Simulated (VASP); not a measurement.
Here is a VASP 6.6.1 calculation.

INCAR

```
PREC = Accurate
ENCUT = 520
EDIFF = 1E-6
ISMEAR = 0
SIGMA = 0.05
LREAL = F
LASPH = T
NELM = 60
ALGO = Normal
ISIF = 2
LWAVE = F
LCHARG = F
GGA = PE
NBANDS = 15
```

The input KPOINTS:

```
Automatic mesh
0
Gamma
  10 10 10
```

Contents of POSCAR:

```
KBr
1.0
    0.0000000000      3.3083177323      3.3083177323
    3.3083177323      0.0000000000      3.3083177323
    3.3083177323      3.3083177323      0.0000000000
K Br
1 1
Direct
    0.0000000000      0.0000000000      0.0000000000
    0.5000000000      0.5000000000      0.5000000000
```

Potentials or basis: VASP PAW PBE potentials, release 64 (K_sv, Br).

The run is started by

```sh
$ cat potpaw_PBE.64/K_sv/POTCAR potpaw_PBE.64/Br/POTCAR > POTCAR
$ mpirun -np 1 vasp_std > vasp.out
```

Q: Predict the pressure.

A: 0.6 GPa.

Q: Predict the band gap on the k mesh.

A: 4.41 eV, direct.

A k mesh can miss the band edges. PBE gaps usually lie below the measured ones, often by a third to a half.
